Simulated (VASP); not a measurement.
Runs of VASP 6.6.1 on RbBr. It takes space group Fm-3m (No. 225, cubic). The conventional cell has a = 6.922 Å, b = 6.922 Å, c = 6.922 Å, α = 90.00°, β = 90.00°, γ = 90.00°. Rb (site symmetry m-3m) has 6 Br at 3.46 Å within 4.5 Å. Within 4.5 Å of Br (site symmetry m-3m) lie 6 Rb at 3.46 Å. 

```tsv
level	potentials or basis	k mesh	grid for exact exchange (PRECFOCK)	share of exact exchange	screening parameter	gap on the mesh (eV)	pressure (GPa)
PBE	VASP PAW PBE potentials, release 64 (Rb_sv, Br)	4 × 4 × 4	-	-	-	4.29	0.6
PBE	VASP PAW PBE potentials, release 64 (Rb_sv, Br)	6 × 6 × 6	-	-	-	4.29	0.6
LDA	VASP PAW LDA potentials, release 64 (Rb_sv, Br)	4 × 4 × 4	-	-	-	3.89	(b)
HSE06	VASP PAW PBE potentials, release 64 (Rb_sv, Br)	4 × 4 × 4	Normal	0.25	0.2079 1/Å	5.44	0.3
r2SCAN	VASP PAW PBE potentials, release 64 (Rb_sv, Br)	4 × 4 × 4	-	-	-	(a)	0.0
```

Alike in all rows: task single point; no spin polarisation; cell as given; cutoff (eV) 520; smearing gaussian 0.01 eV.

Q: Estimate the missing entries.

A: (a) 4.89; (b) -1.5.

Caveats: the PAW data sets were made with another functional, which shifts forces and pressure a little (at least some runs).

A k mesh can miss the band edges, and the runs leave out spin-orbit coupling on Br, Rb.
